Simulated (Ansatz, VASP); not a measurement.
# NaCl: VASP beside Ansatz

```
CELL_PARAMETERS angstrom
0.00000 2.80000 2.80000
2.80000 0.00000 2.80000
2.80000 2.80000 0.00000
ATOMIC_POSITIONS crystal
Na 0.00000 0.00000 0.00000
Cl 0.50000 0.50000 0.50000
```

Alike in both runs: task single point; functional PBE; k mesh 6 × 6 × 6; occupations gaussian, width 0.1 eV; no spin polarisation.

|  | VASP | Ansatz |
| --- | --- | --- |
| version | VASP 6.6.1 | Ansatz 0.2.0 |
| potentials or method | VASP PAW PBE potentials, release 64 (Na_pv, Cl), cutoff 500 eV | scalar-relativistic, plane waves, PAW |
| valence electrons in the cell | 14 | 16 |

VASP gave:

* gap on the k mesh at the Fermi level (eV): 5.19
* least direct gap on the mesh (eV): 5.19
* pressure (GPa): 1.3

**Question.** Estimate Ansatz's values.

**Answer.** gap on the k mesh at the Fermi level (eV): 5.19; least direct gap on the mesh (eV): 5.19; pressure (GPa): 1.4.

VASP's potentials hold 14 valence electrons a cell and Ansatz's 16, so a difference there can come from the potentials and not from the codes.
